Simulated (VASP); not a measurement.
Ti: single point with PBE

The system is Ti.

```
Ti
1.0
    -1.35590    1.35590    1.97012
     1.35590   -1.35590    1.97012
     1.35590    1.35590   -1.97012
Ti
1
Direct
  0.00000 0.00000 0.00000
```

This cell differs from its parent crystal: volume 14.488 Å^3 an atom, c/a of the conventional cell 1.4530.

```yaml
Program: VASP 6.6.1
Task: single point
Functional: PBE
Potentials_or_basis: VASP PAW PBE potentials, release 64 (Ti_sv)
Cutoff: 520 eV
k_mesh: 22 × 22 × 22
Occupations: gaussian, width 0.15 eV
Spin: no spin polarisation
```

```json
{
 "Pressure": "26.0 GPa",
 "Band gap on the k mesh": "zero (band 6 reaches 11.19 eV, above the bottom of band 7 at 9.67 eV)"
}
```

Stress tensor (GPa, compression positive):
```
26.29  0.00  0.00
 0.00 26.29  0.00
 0.00  0.00 25.37
```

Levels at points of the mesh, in eV from the Fermi level:
```csv
k point,band 3,band 4,band 5,band 6,band 7,band 8,band 9,band 10
"(0.00, 0.00, 0.00)",-32.02,-32.02,-6.47,0.79,1.05,1.05,2.88,3.20
"(0.50, 0.00, 0.00)",-32.19,-32.14,-3.04,0.65,0.94,1.21,4.36,4.48
"(0.50, 0.50, 0.00)",-32.47,-32.42,-3.29,-2.30,4.03,4.40,4.68,4.89
"(0.50, 0.50, 0.50)",-32.39,-32.39,-3.28,-2.23,3.46,4.43,4.77,4.77
```

It took 2.2 min on 1 thread of Intel Xeon 6975P-C (shared host), peak memory 0.25 GiB.
